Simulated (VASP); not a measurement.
# Te2Mo in VASP: further runs

The runs below take Te2Mo through single point, with PBEsol+D3(BJ), PBEsol+D4, PBE+D3(BJ), PBE+D4.

All numbers are computed with VASP 6.6.1; they aren't measurements. Logs are shortened: lines on timing, memory, paths and dates and some standing lists are left out, and cuts for length are marked.

### 1 The cell of the first run

The cell holds a slab with vacuum, 6 atoms: a = 6.280 Å, b = 3.315 Å, c = 36.158 Å, α = 90.00°, β = 89.92°, γ = 90.00°.

### 2 Single point, PBEsol+D3(BJ)

Input file INCAR:

```
SYSTEM = Te2Mo
PREC = Accurate
ENCUT = 520
EDIFF = 1E-6
ISMEAR = -1
SIGMA = 0.05
LREAL = .FALSE.
LASPH = .TRUE.
NELM = 100
ALGO = Normal
ISIF = 2
LWAVE = .FALSE.
LCHARG = .FALSE.
GGA = PS
IVDW = 12
NBANDS = 35
```

Input file KPOINTS:

```
regular mesh
0
G
  4 8 1
  0 0 0
```

Input file POSCAR:

```
Te2Mo
1.0
    6.2800716897      0.0000000000      0.0119507119
    0.0000000000      3.3150672609      0.0000000000
   -0.0166834183      0.0000000000     36.1575857774
Te Mo
4 2
Direct
    0.4333189054      0.7500000000      0.5414439030
    0.5666810946      0.2500000000      0.4585560970
    0.9230743381      0.2500000000      0.5569356993
    0.0769256619      0.7500000000      0.4430643007
    0.1835542526      0.2500000000      0.4978637774
    0.8164457474      0.7500000000      0.5021362226
```

Potentials or basis: VASP PAW PBE potentials, release 64 (Te, Mo_sv).

Run with:

```bash
cat potpaw_PBE.64/Te/POTCAR potpaw_PBE.64/Mo_sv/POTCAR > POTCAR
mpirun -np 1 vasp_std > vasp.out
```

OUTCAR:

```text
SYSTEM = Te2Mo
   PREC = Accurate
   ENCUT = 520
   EDIFF = 1E-6
   ISMEAR = -1
   LREAL = .FALSE.
   LASPH = .TRUE.
   NELM = 100
   ISIF = 2
   GGA = PS
   IVDW = 12
 IVDW          = 12

 ion  position               nearest neighbor table
   1  0.433  0.750  0.541-   5 2.77   5 2.77   6 2.79   2 3.52   2 3.52   3 3.54   3 3.54   3 3.65
                             3 3.65
   2  0.567  0.250  0.459-   6 2.77   6 2.77   5 2.79   1 3.52   1 3.52   4 3.54   4 3.54   4 3.65
                             4 3.65
   3  0.923  0.250  0.557-   6 2.67   6 2.67   5 2.69   1 3.54   1 3.54   1 3.65   1 3.65
   4  0.077  0.750  0.443-   5 2.67   5 2.67   6 2.69   2 3.54   2 3.54   2 3.65   2 3.65
   5  0.184  0.250  0.498-   4 2.67   4 2.67   3 2.69   1 2.77   1 2.77   2 2.79   6 2.84   6 2.84

   6  0.816  0.750  0.502-   3 2.67   3 2.67   4 2.69   2 2.77   2 2.77   1 2.79   5 2.84   5 2.84

  LATTYP: Found a simple monoclinic cell.
 ALAT       =     6.2800830605
 B/A-ratio  =     0.5278699707
 C/A-ratio  =     5.7575018161
 COS(beta)  =    -0.0014415466

  Lattice vectors:

 A1 = (   6.2800716897,   0.0000000000,   0.0119507119)
 A2 = (   0.0000000000,  -3.3150672609,   0.0000000000)
 A3 = (   0.0166834183,   0.0000000000, -36.1575857774)

Analysis of symmetry for initial positions (statically):
=====================================================================
 Subroutine PRICEL returns:
 Original cell was already a primitive cell.

 Routine SETGRP: Setting up the symmetry group for a
 simple monoclinic supercell.

 Subroutine GETGRP returns: Found  4 space group operations
 (whereof  2 operations were pure point group operations)
 out of a pool of  4 trial point group operations.

The static configuration has the point symmetry S_2 .
 The point group associated with its full space group is C_2h.

Analysis of symmetry for dynamics (positions and initial velocities):
=====================================================================
 Subroutine PRICEL returns:
 Original cell was already a primitive cell.

 Routine SETGRP: Setting up the symmetry group for a
 simple monoclinic supercell.

 Subroutine GETGRP returns: Found  4 space group operations
 (whereof  2 operations were pure point group operations)
 out of a pool of  4 trial point group operations.

The dynamic configuration has the point symmetry S_2 .
 The point group associated with its full space group is C_2h.

 Subroutine INISYM returns: Found  4 space group operations
 (whereof  2 operations are pure point group operations),
 and found     1 'primitive' translations

----------------------------------------------------------------------------------------

                                     Primitive cell

  volume of cell :     752.7604

  direct lattice vectors                    reciprocal lattice vectors
     6.280071690  0.000000000  0.011950712     0.159233711  0.000000000  0.000073472
     0.000000000  3.315067261  0.000000000     0.000000000  0.301653005  0.000000000
    -0.016683418  0.000000000 36.157585777    -0.000052630  0.000000000  0.027656689

  length of vectors
     6.280083061  3.315067261 36.157589626     0.159233728  0.301653005  0.027656740

  position of ions in fractional coordinates (direct lattice)
     0.433318905  0.750000000  0.541443903
     0.566681095  0.250000000  0.458556097
     0.923074338  0.250000000  0.556935699
     0.076925662  0.750000000  0.443064301
     0.183554253  0.250000000  0.497863777
     0.816445747  0.750000000  0.502136223

  ion indices of the primitive-cell ions
   primitive index   ion index
                 1           1
                 2           2
                 3           3
                 4           4
                 5           5
                 6           6

----------------------------------------------------------------------------------------

 KPOINTS: regular mesh

Automatic generation of k-mesh.
 Grid dimensions read from file:
 generate k-points for:    4    8    1

 Generating k-lattice:

  Cartesian coordinates                     Fractional coordinates (reciprocal lattice)
     0.039808428  0.000000000  0.000018368     0.250000000  0.000000000  0.000000000
     0.000000000  0.037706626  0.000000000     0.000000000  0.125000000  0.000000000
    -0.000052630  0.000000000  0.027656689     0.000000000  0.000000000  1.000000000

  Length of vectors
     0.039808432  0.037706626  0.027656740

  Shift w.r.t. Gamma in fractional coordinates (k-lattice)
     0.000000000  0.000000000  0.000000000

 Subroutine IBZKPT returns following result:
 ===========================================

 Found     15 irreducible k-points:

 Following reciprocal coordinates:
            Coordinates               Weight
  0.000000  0.000000  0.000000      1.000000
  0.250000  0.000000  0.000000      2.000000
  0.500000  0.000000  0.000000      1.000000
  0.000000  0.125000  0.000000      2.000000
  0.250000  0.125000  0.000000      4.000000
  0.500000  0.125000  0.000000      2.000000
  0.000000  0.250000  0.000000      2.000000
  0.250000  0.250000  0.000000      4.000000
  0.500000  0.250000  0.000000      2.000000
  0.000000  0.375000  0.000000      2.000000
  0.250000  0.375000  0.000000      4.000000
  0.500000  0.375000  0.000000      2.000000
  0.000000  0.500000  0.000000      1.000000
  0.250000  0.500000  0.000000      2.000000
  0.500000  0.500000  0.000000      1.000000
   k-points           NKPTS =     15   k-points in BZ     NKDIM =     15   number of bands    NBANDS=     35
   number of dos      NEDOS =    301   number of ions     NIONS =      6
   total plane-waves  NPLWV = 362880
   dimension x,y,z NGX =    48 NGY =   28 NGZ =  270
   dimension x,y,z NGXF=    96 NGYF=   56 NGZF=  540
   ions per type =               4   2
   NGX,Y,Z   is equivalent  to a cutoff of  12.71, 14.04, 12.41 a.u.
   NGXF,Y,Z  is equivalent  to a cutoff of  25.41, 28.08, 24.83 a.u.
 SYSTEM =  Te2Mo
   PREC   = accura    normal or accurate (medium, high low for compatibility)
   ISTART =      0    job   : 0-new  1-cont  2-samecut
   ICHARG =      2    charge: 1-file 2-atom 10-const
   ISPIN  =      1    spin polarized calculation?
   LNONCOLLINEAR =      F non collinear calculations
   LSORBIT =      F    spin-orbit coupling
   LASPH  =      T    aspherical Exc in radial PAW
   ENCUT  =  520.0 eV  38.22 Ry    6.18 a.u.  11.68  6.16 67.23*2*pi/ulx,y,z
   NELM   =    100;   NELMIN=  2; NELMDL= -5     # of ELM steps
   EDIFF  = 0.1E-05   stopping-criterion for ELM
   LREAL  =      F    real-space projection
   EDIFFG = 0.1E-04   stopping-criterion for IOM
   NSW    =      0    number of steps for IOM
   IBRION =     -1    ionic relax: 0-MD 1-quasi-New 2-CG
   NFREE  =      0    steps in history (QN), initial steepest desc. (CG)
   ISIF   =      2    stress and relaxation
   ISYM   =      2    0-nonsym 1-usesym 2-fastsym
   POTIM  = 0.5000    time-step for ionic-motion
   TEBEG  =    0.0;   TEEND  =   0.0 temperature during run
   PSTRESS=    0.0 pullay stress
   NELECT =      52.0000    total number of electrons
   NUPDOWN=      -1.0000    fix difference up-down
   EMIN   =  10.00;   EMAX   =-10.00  energy-range for DOS
   EFERMI =   0.00;   METHOD = LEGACY
   ISMEAR =    -1;   SIGMA  =   0.05  broadening in eV -4-tet -1-fermi 0-gaus
   EFERMI_NEDOS =   21; number of points for ismear=-14 and -15
   IALGO  =     38    algorithm
   IMIX   =      4    mixing-type and parameters
     AMIX     =   0.40;   BMIX     =  1.00
     AMIX_MAG =   1.60;   BMIX_MAG =  1.00
  volume/ion in A,a.u.               =     125.46       846.65
  Fermi-wavevector in a.u.,A,eV,Ry     =   0.671723  1.269373  6.139113  0.451212
  Thomas-Fermi vector in A             =   1.747628
   LORBIT       =      0    0 simple, 1 ext, 2 COOP (PROOUT), +10 PAW based schemes
   GGA     = PS    functional components
   LHFCALC =     F    Hartree Fock is set to
   AEXX    =    0.0000 exact exchange contribution
   IVDW    =    12    specifies the selected vdW correction
   LEPSILON=     F    determine dielectric tensor
   LRPA    =     F    only Hartree local field effects (RPA)
 non-spin polarized calculation
  energy-cutoff  :      520.00
  volume of cell :      752.76
 maximum number of plane-waves:     20316
 NGX is ok and might be reduce to    48
   NGX = 23   NGY = 13   NGZ =135

 number of electron      52.0000004 magnetization

 Free energy of the ion-electron system (eV)
  ---------------------------------------------------
  ext. energy  EPLUGINS =         0.00000000
  ---------------------------------------------------
  free energy    TOTEN  =       -39.11601218 eV

  energy without entropy =      -39.10083626  energy(sigma->0) =      -39.10842422

 E-fermi :  -1.9059     XC(G=0):  -2.3855

 val. band max:       -2.1126842700   @ k =   0.5000   0.0000   0.0000
 cond. band min:      -1.8749435861   @ k =   0.0000   0.2500   0.0000
 fundamental gap:      0.2377406839
 Fermi energy:        -1.9058995970

 k-point     1 :       0.0000    0.0000    0.0000
  band No.  band energies     occupation
      1     -62.8542      2.00000
      2     -62.7816      2.00000
      3     -37.1751      2.00000
      4     -37.0657      2.00000
      5     -37.0367      2.00000
      6     -36.9325      2.00000
[... 27 lines left out ...]
     34       1.8796      0.00000
     35       1.9339      0.00000

 k-point     2 :       0.2500    0.0000    0.0000
  band No.  band energies     occupation
      1     -62.8541      2.00000
      2     -62.7818      2.00000
      3     -37.1697      2.00000
      4     -37.0652      2.00000
      5     -37.0363      2.00000
      6     -36.9334      2.00000
[... 27 lines left out ...]
     34       2.0237      0.00000
     35       2.1289      0.00000
[... 454 lines left out ...]
     34       1.6979      0.00000
     35       3.0157      0.00000

 k-point    15 :       0.5000    0.5000    0.0000
  band No.  band energies     occupation
      1     -62.8068      2.00000
      2     -62.8068      2.00000
      3     -37.2247      2.00000
      4     -37.2247      2.00000
      5     -36.9944      2.00000
      6     -36.9944      2.00000
[... 27 lines left out ...]
     34       1.6081      0.00000
     35       2.7362      0.00000

------------------------ aborting loop because EDIFF is reached ----------------------------------------

 Edisp (eV)   -2.12977

 E8    (eV) :    -1.5072

  FORCE on cell =-STRESS in cart. coord.  units (eV):
  Direction    XX          YY          ZZ          XY          YZ          ZX
  --------------------------------------------------------------------------------------
  -------------------------------------------------------------------------------------
  Total       0.04238     0.00302     0.23262     0.00000     0.00000     0.00791
  in kB       0.09020     0.00644     0.49510     0.00000     0.00000     0.01684
  external pressure =        0.20 kB  Pullay stress =        0.00 kB

 VOLUME and BASIS-vectors are now :
 -----------------------------------------------------------------------------
  energy-cutoff  :      520.00
  volume of cell :      752.76
      direct lattice vectors                 reciprocal lattice vectors
     6.280071690  0.000000000  0.011950712     0.159233711  0.000000000  0.000073472
     0.000000000  3.315067261  0.000000000     0.000000000  0.301653005  0.000000000
    -0.016683418  0.000000000 36.157585777    -0.000052630  0.000000000  0.027656689

 POSITION                                       TOTAL-FORCE (eV/Angst)
 -----------------------------------------------------------------------------------
      2.71224      2.48630     19.58248         0.001865     -0.000000      0.031669
      3.55115      0.82877     16.58705        -0.001865      0.000000     -0.031669
      5.78768      0.82877     20.14848         0.000436      0.000000      0.039962
      0.47571      2.48630     16.02105        -0.000436     -0.000000     -0.039962
      1.14443      0.82877     18.00375         0.006779     -0.000000      0.004899
      5.11896      2.48630     18.16579        -0.006779     -0.000000     -0.004899
 -----------------------------------------------------------------------------------
    total drift:                                0.000000      0.000000      0.000000

  FREE ENERGIE OF THE ION-ELECTRON SYSTEM (eV)
  ---------------------------------------------------
  free  energy   TOTEN  =       -41.2457814410 eV

  energy  without entropy=      -41.2306055174  energy(sigma->0) =      -41.23819348
```

Run time: 29 min. Hardware: 1 thread of Intel Xeon 8259CL, shared host; peak memory 0.93 GiB.

What came out:

```yaml
Free_energy: -41.2458 eV
Largest_force: 0.040 eV/Å
Band_gap_on_the_k_mesh: zero (bands 26 and 27 overlap by 0.62 eV)
Dispersion_energy_per_atom: -0.355 eV
```

Forces on the atoms (eV/Å):
```
Te   0.002  0.000  0.032
Te  -0.002  0.000 -0.032
Te   0.000  0.000  0.040
Te   0.000  0.000 -0.040
Mo   0.007  0.000  0.005
Mo  -0.007  0.000 -0.005
```

Caveat: three body term missing; the PAW data sets were made with another functional, which shifts forces and pressure a little; spin-orbit coupling is left out, which moves the levels of the heavy elements.

### 3 Single point, PBEsol+D3(BJ)

This run uses another cell than the first one.

Input file INCAR:

```
SYSTEM = Te2Mo
ALGO = Normal
EDIFF = 1E-6
ENCUT = 520
GGA = PS
ISIF = 2
ISMEAR = -1
IVDW = 12
LASPH = .True.
LCHARG = .True.
LELF = .True.
LREAL = .False.
LVHAR = .True.
LWAVE = .False.
NBANDS = 35
NELM = 80
PREC = Accurate
SIGMA = 0.05
```

Input file KPOINTS:

```
k-points
0
Gamma
  4 8 1
  0 0 0
```

Input file POSCAR:

```
Te2Mo
1.0
    6.3616090156      0.0000000000      0.0000000000
    0.0000000000      3.4804030600      0.0000000000
   -0.0857412231      0.0000000000     36.1758904685
Te Mo
4 2
Direct
    0.4292511000      0.7500000000      0.5407035800
    0.5707489000      0.2500000000      0.4592964200
    0.9208478700      0.2500000000      0.5565273200
    0.0791521300      0.7500000000      0.4434726800
    0.1813475600      0.2500000000      0.4974653700
    0.8186524400      0.7500000000      0.5025346300
```

Potentials or basis: VASP PAW PBE potentials, release 64 (Te, Mo_sv).

Run with:

```bash
cat potpaw_PBE.64/Te/POTCAR potpaw_PBE.64/Mo_sv/POTCAR > POTCAR
mpirun -np 1 vasp_std > vasp.out
```

Run time: 28 min. Hardware: 1 thread of Intel Xeon 8259CL, shared host; peak memory 0.94 GiB.

It converged, with:

```
Free energy                : -41.0893 eV
Largest force              : 0.295 eV/Å
Band gap on the k mesh     : zero (bands 26 and 27 overlap by 0.18 eV)
Dispersion energy per atom : -0.334 eV
```

Forces on the atoms (eV/Å):
```
Te   0.036  0.000 -0.293
Te  -0.036  0.000  0.293
Te  -0.008  0.000 -0.264
Te   0.008  0.000  0.264
Mo   0.000  0.000  0.006
Mo   0.000  0.000 -0.006
```

Levels at points of the mesh, in eV from the Fermi level:
| k point | band 24 | band 25 | band 26 | band 27 | band 28 | band 29 |
| --- | --- | --- | --- | --- | --- | --- |
| (0.00, 0.00, 0.00) | -0.58 | -0.28 | 0.18 | 0.65 | 1.10 | 1.73 |
| (0.50, 0.00, 0.00) | -0.79 | -0.76 | -0.64 | 0.11 | 1.09 | 1.48 |
| (0.00, 0.50, 0.00) | -1.58 | -1.37 | -1.37 | 1.18 | 1.18 | 1.45 |
| (0.50, 0.50, 0.00) | -1.70 | -0.83 | -0.83 | 1.10 | 1.10 | 1.92 |

Caveat: three body term missing; the PAW data sets were made with another functional, which shifts forces and pressure a little; spin-orbit coupling is left out, which moves the levels of the heavy elements.

(Part 1 of 3 ends here.)
